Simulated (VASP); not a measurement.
Here is a VASP 6.6.1 calculation.

Contents of INCAR:

```
SYSTEM = CaO
PREC = Accurate ; ENCUT = 520
EDIFF = 1E-6 ; ISMEAR = 0
SIGMA = 0.05 ; LREAL = .FALSE.
LASPH = .TRUE. ; NELM = 100
ALGO = Normal ; ISIF = 2
LWAVE = .FALSE. ; LCHARG = .TRUE.
GGA = PE ; LELF = .TRUE.
LVHAR = .TRUE. ; NBANDS = 15
```

Contents of KPOINTS:

```
Automatic mesh
0
G
  8 8 8
  0 0 0
```

Contents of POSCAR:

```
CaO
1.0
    0.0091837500      2.4490000000      2.4490000000
    2.4490000000      0.0091837500      2.4490000000
    2.4581837500      2.4581837500      0.0000000000
Ca O
1 1
Direct
    0.0000000000      0.0000000000      0.0000000000
    0.5000000000      0.5000000000      0.5000000000
```

Potentials or basis: VASP PAW PBE potentials, release 64 (Ca_sv, O).

The run is started by

```bash
$ cat potpaw_PBE.64/Ca_sv/POTCAR potpaw_PBE.64/O/POTCAR > POTCAR
$ mpirun -np 1 vasp_std > vasp.out
```

(1) Predict the band gap on the k mesh.

(2) Predict the pressure.

Results:

(1) 3.63 eV, indirect (least direct gap 4.01 eV).

(2) -3.6 GPa.

Caveat: the cell differs from its parent crystal (strain +0.0075 x Voigt [0, 0, 0, 0, 0, 1]).
